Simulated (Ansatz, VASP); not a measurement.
# Two plane-wave programs on Ge

```xyz
2
Lattice="0.0000 2.8805 2.8805 2.8805 0.0000 2.8805 2.8805 2.8805 0.0000" Properties=species:S:1:pos:R:3 pbc="T T T"
Ge    2.8805    2.8805    2.8805
Ge    4.3208    4.3208    4.3208
```

Alike in both runs: task single point; functional PBE; k mesh 18 × 18 × 18; occupations gaussian, width 0.15 eV; no spin polarisation.

|  | VASP | Ansatz |
| --- | --- | --- |
| version | VASP 6.6.1 | Ansatz 0.2.0 |
| potentials or method | VASP PAW PBE potentials, release 64 (Ge_d), cutoff 520 eV | scalar-relativistic, plane waves, PAW |
| valence electrons in the cell | 28 | 28 |

|  | VASP | Ansatz | Ansatz less VASP |
| --- | --- | --- | --- |
| gap on the k mesh at the Fermi level (eV) | none | none | - |
| pressure (GPa) | -0.1 | 0.0 | +0.11 |

A gap of «none» marks a metal or a gap that the smearing closes. With one functional, cell and mesh, what is left measures potentials, basis and numerics.
